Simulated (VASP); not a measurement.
W: single point with PBE

Slab: W, a slab with vacuum.

```
W
1.0
     2.85472    0.00000    0.00000
     0.00000    2.85472    0.00000
     0.00000    0.00000   18.03719
W
3
Direct
  0.50000 0.50000 0.38809
  0.00000 0.00000 0.49740
  0.50000 0.50000 0.60678
```

| Property | Result |
| --- | --- |
| Program | VASP 6.6.1 |
| Task | single point |
| Functional | PBE |
| Potentials or basis | VASP PAW PBE potentials, release 64 (W_sv) |
| Cutoff | 520 eV |
| k mesh | 10 × 10 × 1 |
| Occupations | gaussian, width 0.1 eV |
| Spin | no spin polarisation |
| Dipole correction | yes |
| Further INCAR settings | ALGO = Fast; EDIFF = 1e-06; NBANDS = 28 |

```yaml
Largest_force: 0.036 eV/Å
Band_gap_on_the_k_mesh: zero (band 21 reaches 2.67 eV, above the bottom of band 22 at 0.33 eV)
```

Forces in eV/Å, atoms in the order of the input:
```
W    0.000  0.000 -0.036
W    0.000  0.000  0.005
W    0.000  0.000  0.031
```

Levels at points of the mesh, in eV from the Fermi level:
| k point | band 19 | band 20 | band 21 | band 22 | band 23 | band 24 |
| --- | --- | --- | --- | --- | --- | --- |
| (0.00, 0.00, 0.00) | -0.81 | -0.52 | -0.11 | -0.11 | 1.71 | 1.77 |
| (0.50, 0.00, 0.00) | -0.90 | -0.44 | -0.37 | -0.30 | 0.89 | 1.04 |
| (0.50, 0.50, 0.00) | -1.58 | 1.25 | 2.02 | 2.02 | 3.15 | 3.40 |

Run time: 3.4 min on 1 thread of Intel(R) Xeon(R) Platinum 8375C CPU @ 2.90GHz (Ice Lake) (shared host), peak memory 0.28 GiB.

Caveat: spin-orbit coupling is left out, which moves the levels of the heavy elements.
